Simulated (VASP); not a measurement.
# La4ZrO (F-43m) in VASP: single point with PBE

Aim: the single point of La4ZrO with PBE.

Program: VASP 6.6.1. These are calculated values, not measurements. Logs are shortened: lines on timing, memory, paths and dates and some standing lists are left out, and cuts for length are marked.

## 1. The cell of the first run

It takes space group F-43m (No. 216, cubic). The conventional cell has a = 8.966 Å, b = 8.966 Å, c = 8.966 Å, α = 90.00°, β = 90.00°, γ = 90.00°. La (site symmetry 3m) has 6 La at 3.13 to 3.21 Å and 3 Zr at 3.71 Å and 3 O at 3.72 Å within 4.1 Å. Zr (site symmetry -43m) has 12 La at 3.71 Å and 4 O at 3.88 Å within 4.9 Å. O (site symmetry -43m) has 12 La at 3.72 Å and 4 Zr at 3.88 Å within 4.9 Å.

The cell was generated, and may not be a known phase.

## 2. Single point, PBE, collinear spin

Input file INCAR:

```
SYSTEM = La4ZrO
ALGO = Normal
EDIFF = 1E-6
ENCUT = 520
GGA = PE
ISIF = 2
ISMEAR = 0
ISPIN = 2
LASPH = .TRUE.
LCHARG = .FALSE.
LMAXMIX = 6
LORBIT = 11
LREAL = .FALSE.
LWAVE = .FALSE.
MAGMOM = 0 0 0 0 0.57 0
NBANDS = 44
NELM = 150
PREC = Accurate
SIGMA = 0.1
```

Input file KPOINTS:

```
k-points
0
G
  8 8 8
  0 0 0
```

Input file POSCAR:

```
La4ZrO
1.0
    0.0000000000      4.4830402016      4.4830402016
    4.4830402016      0.0000000000      4.4830402016
    4.4830402016      4.4830402016      0.0000000000
La Zr O
4 1 1
Direct
    0.8796758317      0.3734413894      0.3734413894
    0.3734413894      0.3734413894      0.8796758317
    0.3734413894      0.8796758317      0.3734413894
    0.3734413894      0.3734413894      0.3734413894
    0.0000000000      0.0000000000      0.0000000000
    0.7500000000      0.7500000000      0.7500000000
```

Potentials or basis: VASP PAW PBE potentials, release 64 (La, Zr_sv, O).

Run with:

```bash
$ cat potpaw_PBE.64/La/POTCAR potpaw_PBE.64/Zr_sv/POTCAR potpaw_PBE.64/O/POTCAR > POTCAR
$ mpirun -np 1 vasp_std > vasp.out
```

OUTCAR:

```text
SYSTEM = La4ZrO
   EDIFF = 1E-6
   ENCUT = 520
   GGA = PE
   ISIF = 2
   ISMEAR = 0
   ISPIN = 2
   LASPH = .TRUE.
   LORBIT = 11
   LREAL = .FALSE.
   NELM = 150
   PREC = Accurate

 ion  position               nearest neighbor table
   1  0.880  0.373  0.373-   2 3.13   3 3.13   4 3.13   3 3.21   2 3.21   4 3.21   5 3.71   5 3.71
                             5 3.71
   2  0.373  0.373  0.880-   1 3.13   3 3.13   4 3.13   3 3.21   1 3.21   4 3.21   5 3.71   5 3.71
                             5 3.71
   3  0.373  0.880  0.373-   1 3.13   2 3.13   4 3.13   1 3.21   2 3.21   4 3.21   5 3.71   5 3.71
                             5 3.71
   4  0.373  0.373  0.373-   1 3.13   2 3.13   3 3.13   1 3.21   3 3.21   2 3.21   5 3.71   5 3.71
                             5 3.71
   5  0.000  0.000  0.000-   1 3.71   2 3.71   3 3.71   4 3.71   4 3.71   4 3.71   2 3.71   3 3.71
                             2 3.71   1 3.71   3 3.71   1 3.71
   6  0.750  0.750  0.750-

  LATTYP: Found a face centered cubic cell.
 ALAT       =     8.9660804032

  Lattice vectors:

 A1 = (   0.0000000000,   4.4830402016,   4.4830402016)
 A2 = (   4.4830402016,   0.0000000000,   4.4830402016)
 A3 = (   4.4830402016,   4.4830402016,   0.0000000000)

Analysis of symmetry for initial positions (statically):
=====================================================================
 Subroutine PRICEL returns:
 Original cell was already a primitive cell.

 Routine SETGRP: Setting up the symmetry group for a
 face centered cubic supercell.

 Subroutine GETGRP returns: Found 24 space group operations
 (whereof 24 operations were pure point group operations)
 out of a pool of 48 trial point group operations.

The static configuration has the point symmetry T_d .

Analysis of symmetry for dynamics (positions and initial velocities):
=====================================================================
 Subroutine PRICEL returns:
 Original cell was already a primitive cell.

 Routine SETGRP: Setting up the symmetry group for a
 face centered cubic supercell.

 Subroutine GETGRP returns: Found 24 space group operations
 (whereof 24 operations were pure point group operations)
 out of a pool of 48 trial point group operations.

The dynamic configuration has the point symmetry T_d .

Analysis of structural, dynamic, and magnetic symmetry:
=====================================================================
 Subroutine PRICEL returns:
 Original cell was already a primitive cell.

 Routine SETGRP: Setting up the symmetry group for a
 face centered cubic supercell.

 Subroutine GETGRP returns: Found 24 space group operations
 (whereof 24 operations were pure point group operations)
 out of a pool of 48 trial point group operations.

The overall configuration has the point symmetry T_d .

 Subroutine INISYM returns: Found 24 space group operations
 (whereof 24 operations are pure point group operations),
 and found     1 'primitive' translations

----------------------------------------------------------------------------------------

                                     Primitive cell

  volume of cell :     180.1971

  direct lattice vectors                    reciprocal lattice vectors
     0.000000000  4.483040202  4.483040202    -0.111531456  0.111531456  0.111531456
     4.483040202  0.000000000  4.483040202     0.111531456 -0.111531456  0.111531456
     4.483040202  4.483040202  0.000000000     0.111531456  0.111531456 -0.111531456

  length of vectors
     6.339976254  6.339976254  6.339976254     0.193178148  0.193178148  0.193178148

  position of ions in fractional coordinates (direct lattice)
     0.879675832  0.373441389  0.373441389
     0.373441389  0.373441389  0.879675832
     0.373441389  0.879675832  0.373441389
     0.373441389  0.373441389  0.373441389
[... 42 lines left out ...]
  0.250000  0.000000  0.000000      8.000000
  0.375000  0.000000  0.000000      8.000000
  0.500000  0.000000  0.000000      4.000000
  0.125000  0.125000  0.000000      6.000000
[... 16 lines left out ...]
  0.500000  0.250000  0.125000     48.000000
 -0.375000  0.250000  0.125000     24.000000
 [... further k-points ...]
   k-points           NKPTS =     29   k-points in BZ     NKDIM =     29   number of bands    NBANDS=     44
   number of dos      NEDOS =    301   number of ions     NIONS =      6
   total plane-waves  NPLWV = 110592
   dimension x,y,z NGX =    48 NGY =   48 NGZ =   48
   dimension x,y,z NGXF=    96 NGYF=   96 NGZF=   96
   ions per type =               4   1   1
   NGX,Y,Z   is equivalent  to a cutoff of  12.59, 12.59, 12.59 a.u.
   NGXF,Y,Z  is equivalent  to a cutoff of  25.17, 25.17, 25.17 a.u.
 SYSTEM =  La4ZrO
   PREC   = accura    normal or accurate (medium, high low for compatibility)
   ISTART =      0    job   : 0-new  1-cont  2-samecut
   ICHARG =      2    charge: 1-file 2-atom 10-const
   ISPIN  =      2    spin polarized calculation?
   LNONCOLLINEAR =      F non collinear calculations
   LSORBIT =      F    spin-orbit coupling
   LASPH  =      T    aspherical Exc in radial PAW
   ENCUT  =  520.0 eV  38.22 Ry    6.18 a.u.  11.79 11.79 11.79*2*pi/ulx,y,z
   NELM   =    150;   NELMIN=  2; NELMDL= -5     # of ELM steps
   EDIFF  = 0.1E-05   stopping-criterion for ELM
   LREAL  =      F    real-space projection
   EDIFFG = 0.1E-04   stopping-criterion for IOM
   NSW    =      0    number of steps for IOM
   IBRION =     -1    ionic relax: 0-MD 1-quasi-New 2-CG
   NFREE  =      0    steps in history (QN), initial steepest desc. (CG)
   ISIF   =      2    stress and relaxation
   ISYM   =      2    0-nonsym 1-usesym 2-fastsym
   POTIM  = 0.5000    time-step for ionic-motion
   TEBEG  =    0.0;   TEEND  =   0.0 temperature during run
   PSTRESS=    0.0 pullay stress
   NELECT =      62.0000    total number of electrons
   NUPDOWN=      -1.0000    fix difference up-down
   EMIN   =  10.00;   EMAX   =-10.00  energy-range for DOS
   EFERMI =   0.00;   METHOD = LEGACY
   ISMEAR =     0;   SIGMA  =   0.10  broadening in eV -4-tet -1-fermi 0-gaus
   EFERMI_NEDOS =   21; number of points for ismear=-14 and -15
   IALGO  =     38    algorithm
   IMIX   =      4    mixing-type and parameters
     AMIX     =   0.40;   BMIX     =  1.00
     AMIX_MAG =   1.60;   BMIX_MAG =  1.00
  volume/ion in A,a.u.               =      30.03       202.67
  Fermi-wavevector in a.u.,A,eV,Ry     =   1.147157  2.167812 17.904840  1.315969
  Thomas-Fermi vector in A             =   2.283838
   LORBIT       =     11    0 simple, 1 ext, 2 COOP (PROOUT), +10 PAW based schemes
   GGA     = PE    functional components
   LHFCALC =     F    Hartree Fock is set to
   AEXX    =    0.0000 exact exchange contribution
   IVDW    =     0    specifies the selected vdW correction
   LEPSILON=     F    determine dielectric tensor
   LRPA    =     F    only Hartree local field effects (RPA)
 spin polarized calculation
 Gauss-broadening in eV      SIGMA  =   0.10
  energy-cutoff  :      520.00
  volume of cell :      180.20
 maximum number of plane-waves:      4909
   NGX = 23   NGY = 23   NGZ = 23

 number of electron      62.0000000 magnetization       0.0148926

 number of electron      62.0000000 magnetization      -0.0030939

 Free energy of the ion-electron system (eV)
  ---------------------------------------------------
  ext. energy  EPLUGINS =         0.00000000
  ---------------------------------------------------
  free energy    TOTEN  =       -28.99772976 eV

  energy without entropy =      -28.94882182  energy(sigma->0) =      -28.97327579

 E-fermi :   7.2964     XC(G=0):  -9.6607

 val. band max:        7.2951923378   @ k =   0.5000   0.2500   0.0000
 cond. band min:       7.3020516898   @ k =  -0.3750   0.3750   0.0000
 fundamental gap:      0.0068593519
 Fermi energy:         7.2964145976

 spin component 1

 k-point     1 :       0.0000    0.0000    0.0000
  band No.  band energies     occupation
      1     -41.9819      1.00000
      2     -25.6829      1.00000
      3     -24.9246      1.00000
      4     -24.9246      1.00000
      5     -24.9246      1.00000
      6     -19.9676      1.00000
[... 1093 lines left out ...]
     42       9.1838      0.00000
     43       9.2530      0.00000

 [... further k-points ...]

 spin component 2

 k-point     1 :       0.0000    0.0000    0.0000
  band No.  band energies     occupation
      1     -41.9814      1.00000
      2     -25.6832      1.00000
      3     -24.9249      1.00000
      4     -24.9249      1.00000
      5     -24.9249      1.00000
      6     -19.9671      1.00000
[... 1093 lines left out ...]
     42       9.1834      0.00000
     43       9.2533      0.00000

 [... further k-points ...]

 [bands above 43 left out]

------------------------ aborting loop because EDIFF is reached ----------------------------------------

  FORCE on cell =-STRESS in cart. coord.  units (eV):
  Direction    XX          YY          ZZ          XY          YZ          ZX
  --------------------------------------------------------------------------------------
  -------------------------------------------------------------------------------------
  Total       -0.2225707     -0.2225707     -0.2225707      0.0000000      0.0000000      0.0000000
  in kB       -1.9789313     -1.9789313     -1.9789313      0.0000000      0.0000000      0.0000000
  external PRESSURE =      -1.9789313 kB  Pullay stress =       0.0000000 kB

 VOLUME and BASIS-vectors are now :
 -----------------------------------------------------------------------------
  energy-cutoff  :      520.00
  volume of cell :      180.20
      direct lattice vectors                 reciprocal lattice vectors
     0.000000000  4.483040202  4.483040202    -0.111531456  0.111531456  0.111531456
     4.483040202  0.000000000  4.483040202     0.111531456 -0.111531456  0.111531456
     4.483040202  4.483040202  0.000000000     0.111531456  0.111531456 -0.111531456

 POSITION                                       TOTAL-FORCE (eV/Angst)
 -----------------------------------------------------------------------------------
      3.34831      5.61777      5.61777        -0.001173      0.001173      0.001173
      5.61777      5.61777      3.34831         0.001173      0.001173     -0.001173
      5.61777      3.34831      5.61777         0.001173     -0.001173      0.001173
      3.34831      3.34831      3.34831        -0.001173     -0.001173     -0.001173
      0.00000      0.00000      0.00000         0.000000      0.000000      0.000000
      6.72456      6.72456      6.72456         0.000000      0.000000      0.000000
 -----------------------------------------------------------------------------------
    total drift:                                0.000001      0.000001      0.000001

  FREE ENERGIE OF THE ION-ELECTRON SYSTEM (eV)
  ---------------------------------------------------
  free  energy   TOTEN  =       -28.9977297631 eV

  energy  without entropy=      -28.9488218188  energy(sigma->0) =      -28.97327579

 total charge

# of ion       s       p       d       f       tot
--------------------------------------------------
    1        2.049   5.519   1.144   0.165   8.877
    2        2.049   5.519   1.144   0.165   8.877
    3        2.049   5.519   1.144   0.165   8.877
    4        2.049   5.519   1.144   0.165   8.877
    5        2.227   5.906   1.541   0.000   9.674
    6        1.595   3.103   0.000   0.000   4.698
--------------------------------------------------
tot         12.016  31.083   6.118   0.661  49.878

 magnetization (x)

# of ion       s       p       d       f       tot
--------------------------------------------------
    1       -0.000   0.000  -0.000  -0.000  -0.000
    2       -0.000   0.000  -0.000  -0.000  -0.000
    3       -0.000   0.000  -0.000  -0.000  -0.000
    4       -0.000   0.000  -0.000  -0.000  -0.000
    5        0.000   0.000   0.001   0.000   0.001
    6       -0.000   0.000   0.000   0.000   0.000
--------------------------------------------------
tot         -0.000   0.000  -0.001  -0.000  -0.001
```

Wall time 19 min (1 thread of Oxide Virtual Turin-like, shared host); peak memory 0.62 GiB.

Results:

```yaml
Free_energy: -28.9977 eV
Pressure: -0.2 GPa
Band_gap_on_the_k_mesh: zero (filled and empty bands overlap)
Net_moment: 0.00 μB per cell
Valence_electrons_inside_the_program's_atomic_spheres: La 8.88; Zr 9.67; O 4.70
```

Forces in eV/Å, atoms in the order of the input:
```
La  -0.001  0.001  0.001
La   0.001  0.001 -0.001
La   0.001 -0.001  0.001
La  -0.001 -0.001 -0.001
Zr   0.000  0.000  0.000
O    0.000  0.000  0.000
```

Caveat: spin-orbit coupling is left out, which moves the levels of the heavy elements.
